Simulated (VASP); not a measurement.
# Ag (P6_3/mmc) in VASP: a series of runs

Ag is run at these levels: LDA; tasks: single point.

All numbers are computed with VASP 6.6.1; they aren't measurements. Logs are shortened: lines on timing, memory, paths and dates and some standing lists are left out, and cuts for length are marked.

## 1. The cell of the first run

It takes space group P6_3/mmc (No. 194, hexagonal). Conventional cell: a = 2.947 Å, b = 2.947 Å, c = 4.786 Å, α = 90.00°, β = 90.00°, γ = 120.00°. Within 3.9 Å of Ag (site symmetry -6m2) lie 12 Ag at 2.94 to 2.95 Å.

## 2. Single point, LDA (volume scaled by 1.12)

INCAR

```
SYSTEM = Ag
PREC = Accurate
ENCUT = 520
EDIFF = 1E-7
ISMEAR = -1
SIGMA = 0.1
LREAL = .FALSE.
LASPH = .TRUE.
NELM = 60
ALGO = Normal
ISIF = 2
LWAVE = .FALSE.
LCHARG = .FALSE.
NBANDS = 18
```

KPOINTS

```
Automatic mesh
0
G
  14 14 8
  0 0 0
```

POSCAR

```
Ag
1.0
    2.9466163384      0.0000000000      0.0000000000
   -1.4733081692      2.5518446042      0.0000000000
    0.0000000000      0.0000000000      4.7856590973
Ag
2
Direct
    0.3333333333      0.6666666667      0.2500000000
    0.6666666667      0.3333333333      0.7500000000
```

Potentials or basis: VASP PAW LDA potentials, release 64 (Ag).

Started as:

```console
$ cat potpaw_LDA.64/Ag/POTCAR > POTCAR
$ mpirun -np 1 vasp_std > vasp.out
```

OUTCAR:

```text
SYSTEM = Ag
   PREC = Accurate
   ENCUT = 520
   EDIFF = 1E-7
   ISMEAR = -1
   LREAL = .FALSE.
   LASPH = .TRUE.
   NELM = 60
   ISIF = 2

 ion  position               nearest neighbor table
   1  0.333  0.667  0.250-   2 2.94   2 2.94   2 2.94   2 2.94   2 2.94   2 2.94
   2  0.667  0.333  0.750-   1 2.94   1 2.94   1 2.94   1 2.94   1 2.94   1 2.94

  LATTYP: Found a hexagonal cell.
 ALAT       =     2.9466163384
 C/A-ratio  =     1.6241201934

  Lattice vectors:

 A1 = (   2.9466163384,   0.0000000000,   0.0000000000)
 A2 = (  -1.4733081692,   2.5518446042,   0.0000000000)
 A3 = (   0.0000000000,   0.0000000000,   4.7856590973)

Analysis of symmetry for initial positions (statically):
=====================================================================
 Subroutine PRICEL returns:
 Original cell was already a primitive cell.

 Routine SETGRP: Setting up the symmetry group for a
 hexagonal supercell.

 Subroutine GETGRP returns: Found 24 space group operations
 (whereof 12 operations were pure point group operations)
 out of a pool of 24 trial point group operations.

The static configuration has the point symmetry D_3d.
 The point group associated with its full space group is D_6h.

Analysis of symmetry for dynamics (positions and initial velocities):
=====================================================================
 Subroutine PRICEL returns:
 Original cell was already a primitive cell.

 Routine SETGRP: Setting up the symmetry group for a
 hexagonal supercell.

 Subroutine GETGRP returns: Found 24 space group operations
 (whereof 12 operations were pure point group operations)
 out of a pool of 24 trial point group operations.

The dynamic configuration has the point symmetry D_3d.
 The point group associated with its full space group is D_6h.

 Subroutine INISYM returns: Found 24 space group operations
 (whereof 12 operations are pure point group operations),
 and found     1 'primitive' translations

----------------------------------------------------------------------------------------

                                     Primitive cell

  volume of cell :      35.9848

  direct lattice vectors                    reciprocal lattice vectors
     2.946616338  0.000000000  0.000000000     0.339372312  0.195936696  0.000000000
    -1.473308169  2.551844604  0.000000000     0.000000000  0.391873392  0.000000000
     0.000000000  0.000000000  4.785659097     0.000000000  0.000000000  0.208957634

  length of vectors
     2.946616338  2.946616338  4.785659097     0.391873392  0.391873392  0.208957634

  position of ions in fractional coordinates (direct lattice)
     0.333333333  0.666666667  0.250000000
     0.666666667  0.333333333  0.750000000

  ion indices of the primitive-cell ions
   primitive index   ion index
                 1           1
                 2           2

----------------------------------------------------------------------------------------

 KPOINTS: Automatic mesh

Automatic generation of k-mesh.
 Grid dimensions read from file:
 generate k-points for:   14   14    8

 Generating k-lattice:

  Cartesian coordinates                     Fractional coordinates (reciprocal lattice)
     0.024240879  0.013995478  0.000000000     0.071428571 -0.000000000  0.000000000
     0.000000000  0.027990957  0.000000000     0.000000000  0.071428571  0.000000000
     0.000000000  0.000000000  0.026119704     0.000000000  0.000000000  0.125000000

  Length of vectors
     0.027990957  0.027990957  0.026119704

  Shift w.r.t. Gamma in fractional coordinates (k-lattice)
     0.000000000  0.000000000  0.000000000

 Subroutine IBZKPT returns following result:
 ===========================================

 Found    120 irreducible k-points:

 Following reciprocal coordinates:
            Coordinates               Weight
  0.000000  0.000000  0.000000      1.000000
  0.071429  0.000000  0.000000      6.000000
  0.142857  0.000000  0.000000      6.000000
  0.214286  0.000000  0.000000      6.000000
  0.285714  0.000000  0.000000      6.000000
  0.357143  0.000000  0.000000      6.000000
[... 16 lines left out ...]
  0.285714  0.285714  0.000000      6.000000
  0.357143  0.285714  0.000000      6.000000
 [... further k-points ...]
   k-points           NKPTS =    120   k-points in BZ     NKDIM =    120   number of bands    NBANDS=     18
   number of dos      NEDOS =    301   number of ions     NIONS =      2
   total plane-waves  NPLWV =  20736
   dimension x,y,z NGX =    24 NGY =   24 NGZ =   36
   dimension x,y,z NGXF=    48 NGYF=   48 NGZF=   72
   ions per type =               2
   NGX,Y,Z   is equivalent  to a cutoff of  13.54, 13.54, 12.51 a.u.
   NGXF,Y,Z  is equivalent  to a cutoff of  27.08, 27.08, 25.01 a.u.
 SYSTEM =  Ag
   PREC   = accura    normal or accurate (medium, high low for compatibility)
   ISTART =      0    job   : 0-new  1-cont  2-samecut
   ICHARG =      2    charge: 1-file 2-atom 10-const
   ISPIN  =      1    spin polarized calculation?
   LNONCOLLINEAR =      F non collinear calculations
   LSORBIT =      F    spin-orbit coupling
   LASPH  =      T    aspherical Exc in radial PAW
   ENCUT  =  520.0 eV  38.22 Ry    6.18 a.u.   5.48  5.48  8.90*2*pi/ulx,y,z
   NELM   =     60;   NELMIN=  2; NELMDL= -5     # of ELM steps
   EDIFF  = 0.1E-06   stopping-criterion for ELM
   LREAL  =      F    real-space projection
   EDIFFG = 0.1E-05   stopping-criterion for IOM
   NSW    =      0    number of steps for IOM
   IBRION =     -1    ionic relax: 0-MD 1-quasi-New 2-CG
   NFREE  =      0    steps in history (QN), initial steepest desc. (CG)
   ISIF   =      2    stress and relaxation
   ISYM   =      2    0-nonsym 1-usesym 2-fastsym
   POTIM  = 0.5000    time-step for ionic-motion
   TEBEG  =    0.0;   TEEND  =   0.0 temperature during run
   PSTRESS=    0.0 pullay stress
   NELECT =      22.0000    total number of electrons
   NUPDOWN=      -1.0000    fix difference up-down
   EMIN   =  10.00;   EMAX   =-10.00  energy-range for DOS
   EFERMI =   0.00;   METHOD = LEGACY
   ISMEAR =    -1;   SIGMA  =   0.10  broadening in eV -4-tet -1-fermi 0-gaus
   EFERMI_NEDOS =   21; number of points for ismear=-14 and -15
   IALGO  =     38    algorithm
   IMIX   =      4    mixing-type and parameters
     AMIX     =   0.40;   BMIX     =  1.00
     AMIX_MAG =   1.60;   BMIX_MAG =  1.00
  volume/ion in A,a.u.               =      17.99       121.42
  Fermi-wavevector in a.u.,A,eV,Ry     =   1.389449  2.625677 26.266970  1.930568
  Thomas-Fermi vector in A             =   2.513478
   LORBIT       =      0    0 simple, 1 ext, 2 COOP (PROOUT), +10 PAW based schemes
   GGA     = CA    functional components
   LHFCALC =     F    Hartree Fock is set to
   AEXX    =    0.0000 exact exchange contribution
   IVDW    =     0    specifies the selected vdW correction
   LEPSILON=     F    determine dielectric tensor
   LRPA    =     F    only Hartree local field effects (RPA)
 non-spin polarized calculation
  energy-cutoff  :      520.00
  volume of cell :       35.98
 maximum number of plane-waves:      1002
 NGX is ok and might be reduce to    24
   NGX = 11   NGY = 11   NGZ = 17

 number of electron      22.0000004 magnetization

 Free energy of the ion-electron system (eV)
  ---------------------------------------------------
  ext. energy  EPLUGINS =         0.00000000
  ---------------------------------------------------
  free energy    TOTEN  =        -7.40564817 eV

  energy without entropy =       -7.38660176  energy(sigma->0) =       -7.39612496

 E-fermi :   7.3761     XC(G=0): -12.2687

 val. band max:        7.3693625091   @ k =   0.4286   0.0714   0.2500
 cond. band min:       7.4903028588   @ k =   0.4286   0.0000   0.5000
 fundamental gap:      0.1209403498
 Fermi energy:         7.3760518616

 k-point     1 :       0.0000    0.0000    0.0000
  band No.  band energies     occupation
      1      -0.0283      2.00000
      2       1.3490      2.00000
      3       2.8467      2.00000
      4       2.9184      2.00000
      5       2.9184      2.00000
      6       3.1411      2.00000
[... 10 lines left out ...]
     17      24.8593      0.00000
     18      25.0126      0.00000

 k-point     2 :       0.0714    0.0000    0.0000
  band No.  band energies     occupation
      1       0.1066      2.00000
      2       1.4259      2.00000
      3       2.7528      2.00000
      4       2.9876      2.00000
      5       3.0073      2.00000
      6       3.1168      2.00000
[... 10 lines left out ...]
     17      24.9886      0.00000
     18      25.6051      0.00000

 k-point     3 :       0.1429    0.0000    0.0000
  band No.  band energies     occupation
      1       0.4917      2.00000
      2       1.6190      2.00000
      3       2.6209      2.00000
      4       3.0228      2.00000
      5       3.1509      2.00000
      6       3.1866      2.00000
[... 10 lines left out ...]
     17      25.1801      0.00000
     18      25.4576      0.00000

 k-point     4 :       0.2143    0.0000    0.0000
  band No.  band energies     occupation
      1       1.0420      2.00000
      2       1.7841      2.00000
      3       2.5841      2.00000
      4       2.7566      2.00000
      5       2.9737      2.00000
      6       3.1598      2.00000
[... 375 lines left out ...]
      4       2.7623      2.00000
      5       2.9774      2.00000
      6       3.0398      2.00000
[... 10 lines left out ...]
     17      18.0905      0.00000
     18      20.3366      0.00000

 k-point    23 :       0.2857    0.2857    0.0000
  band No.  band energies     occupation
      1       1.8176      2.00000
      2       2.1568      2.00000
      3       2.2369      2.00000
      4       2.7504      2.00000
      5       2.7584      2.00000
      6       3.0154      2.00000
[... 10 lines left out ...]
     17      18.5904      0.00000
     18      18.6885      0.00000

 k-point    24 :       0.3571    0.2857    0.0000
  band No.  band energies     occupation
      1       1.7923      2.00000
      2       2.2088      2.00000
      3       2.2696      2.00000
      4       2.7269      2.00000
      5       2.8063      2.00000
      6       2.9251      2.00000
[... 10 lines left out ...]
     17      17.6236      0.00000
     18      18.4841      0.00000

 [... further k-points ...]

------------------------ aborting loop because EDIFF is reached ----------------------------------------

  FORCE on cell =-STRESS in cart. coord.  units (eV):
  Direction    XX          YY          ZZ          XY          YZ          ZX
  --------------------------------------------------------------------------------------
  -------------------------------------------------------------------------------------
  Total       -2.5368074     -2.5368074     -2.4596249      0.0000000     -0.0000000      0.0000000
  in kB     -112.9479888   -112.9479888   -109.5115416      0.0000000     -0.0000000      0.0000000
  external PRESSURE =    -111.8025064 kB  Pullay stress =       0.0000000 kB

 VOLUME and BASIS-vectors are now :
 -----------------------------------------------------------------------------
  energy-cutoff  :      520.00
  volume of cell :       35.98
      direct lattice vectors                 reciprocal lattice vectors
     2.946616338  0.000000000  0.000000000     0.339372312  0.195936696  0.000000000
    -1.473308169  2.551844604  0.000000000     0.000000000  0.391873392  0.000000000
     0.000000000  0.000000000  4.785659097     0.000000000  0.000000000  0.208957634

 POSITION                                       TOTAL-FORCE (eV/Angst)
 -----------------------------------------------------------------------------------
     -0.00000      1.70123      1.19641        -0.000000     -0.000000      0.000000
      1.47331      0.85061      3.58924         0.000000      0.000000      0.000000
 -----------------------------------------------------------------------------------
    total drift:                               -0.000000      0.000000     -0.000000

  FREE ENERGIE OF THE ION-ELECTRON SYSTEM (eV)
  ---------------------------------------------------
  free  energy   TOTEN  =        -7.4056481667 eV

  energy  without entropy=       -7.3866017624  energy(sigma->0) =       -7.39612496
```

Run time: 31 s. Hardware: 1 thread of Intel Xeon Platinum 8488C (Sapphire Rapids), shared host; peak memory 0.18 GiB.

Results:

```
Free energy            : -7.4056 eV
Pressure               : -11.2 GPa
Band gap on the k mesh : zero (band 11 reaches 10.92 eV, above the bottom of band 12 at 4.11 eV)
```

Levels at points of the mesh, in eV from the Fermi level:
```csv
k point,band 8,band 9,band 10,band 11,band 12,band 13,band 14,band 15
"(0.00, 0.00, 0.00)",-3.94,-3.94,-2.98,-2.98,-0.21,3.38,15.52,17.45
"(0.50, 0.00, 0.00)",-2.87,-2.80,-2.74,0.13,1.41,6.64,6.93,8.90
"(0.00, 0.00, 0.50)",-4.30,-3.27,-3.27,-3.27,-3.27,10.87,10.87,15.83
"(0.50, 0.00, 0.50)",-3.02,-2.79,-2.79,0.82,0.82,4.27,4.27,13.09
```

Caveat: the cell differs from its parent crystal (volume scaled by 1.12).

## 3. Single point, LDA

This run uses another cell than the first one, of 16.06 Å³/atom, 0.893 times its volume.

INCAR

```
  PREC = Accurate
  ENCUT = 520
  EDIFF = 1E-6
  ISMEAR = -1
  SIGMA = 0.1
  LREAL = False
  LASPH = True
  NELM = 60
  ALGO = Normal
  ISIF = 2
  LWAVE = False
  LCHARG = False
  GGA = CA
  NBANDS = 18
```

KPOINTS

```
regular mesh
0
Gamma
  21 21 11
```

POSCAR

```
Ag
1.0
    2.8373805348      0.0000000000      0.0000000000
   -1.4186902674      2.4572436234      0.0000000000
    0.0000000000      0.0000000000      4.6082470229
Ag
2
Direct
    0.3333333333      0.6666666667      0.2500000000
    0.6666666667      0.3333333333      0.7500000000
```

Potentials or basis: VASP PAW LDA potentials, release 64 (Ag).

Started as:

```console
$ cat potpaw_LDA.64/Ag/POTCAR > POTCAR
$ mpirun -np 1 vasp_std > vasp.out
```

Run time: 63 s. Hardware: 1 thread of Intel Xeon Platinum 8488C (Sapphire Rapids), shared host; peak memory 0.24 GiB.

Results (log left out):

```yaml
Free_energy: -7.5577 eV
Pressure: -0.1 GPa
Band_gap_on_the_k_mesh: zero (band 11 reaches 13.18 eV, above the bottom of band 12 at 5.64 eV)
```

Stress tensor (GPa, compression positive):
```
-0.68  0.00  0.00
 0.00 -0.68  0.00
 0.00  0.00  1.13
```

Levels at points of the mesh, in eV from the Fermi level:
| k point | band 8 | band 9 | band 10 | band 11 | band 12 | band 13 | band 14 | band 15 |
| --- | --- | --- | --- | --- | --- | --- | --- | --- |
| (0.00, 0.00, 0.00) | -4.30 | -4.30 | -3.14 | -3.14 | -0.60 | 3.93 | 15.74 | 17.84 |
